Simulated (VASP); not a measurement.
# CdO (Monteponite): relaxation of cell and atoms with PBEsol

Crystal: CdO (Monteponite).

```
CELL_PARAMETERS angstrom
0.00000 2.34950 2.34950
2.34950 0.00000 2.34950
2.34950 2.34950 0.00000
ATOMIC_POSITIONS crystal
Cd 0.00000 0.00000 0.00000
O 0.50000 0.50000 0.50000
```

- Program: VASP 6.6.1
- Task: relaxation of cell and atoms
- Functional: PBEsol
- Potentials or basis: VASP PAW PBE potentials, release 64 (Cd, O)
- Cutoff: 600 eV
- k mesh: 7 × 7 × 7
- Occupations: fermi-dirac, width 0.02 eV
- Spin: no spin polarisation
- Dipole correction: no
- Further INCAR settings: ALGO = Normal; EDIFF = 1e-07; IBRION = 2; EDIFFG = -0.03; NSW = 60; ISIF = 3

- Relaxed volume: 13.02 Å³/atom
- Relaxed cell: a = 3.327 Å, b = 3.327 Å, c = 3.327 Å, α = 60.00°, β = 60.00°, γ = 60.00°
- Space group after relaxing (to 0.05 Å): Fm-3m (No. 225)
- Energy gained by relaxing: 0.1 meV/atom
- Ionic steps: 3
- Pressure after relaxing: 0.0 GPa
- Band gap on the k mesh: zero (band 9 reaches 1.78 eV, above the bottom of band 10 at 1.30 eV)

The path:
| step | energy change (eV) | largest force (eV/Å) | pressure (GPa) | volume (Å³) |
| --- | --- | --- | --- | --- |
| 1 | 0.0000 | 0.0000 | 0.56 | 25.94 |
| 2 | -0.0001 | 0.0000 | -0.38 | 26.11 |
| 3 | -0.0002 | 0.0000 | 0.00 | 26.04 |

Final structure:
```
Cd O
1.0
     0.00000    2.35263    2.35263
     2.35263    0.00000    2.35263
     2.35263    2.35263    0.00000
Cd O
1 1
Direct
  0.00000 0.00000 0.00000
  0.50000 0.50000 0.50000
```

Levels at points of the mesh, in eV from the Fermi level:
| k point | band 5 | band 6 | band 7 | band 8 | band 9 | band 10 | band 11 | band 12 | band 13 |
| --- | --- | --- | --- | --- | --- | --- | --- | --- | --- |
| (0.00, 0.00, 0.00) | -6.35 | -6.35 | -1.35 | -1.35 | -1.35 | -0.54 | 14.76 | 16.86 | 16.86 |

It took 21 s on 1 thread of Intel(R) Xeon(R) Platinum 8259CL CPU @ 2.50GHz (Skylake/Cascade Lake) (shared host), peak memory 0.16 GiB.

Caveat: the PAW data sets were made with another functional, which shifts forces and pressure a little. Zero-point motion and thermal expansion aren't in these numbers.
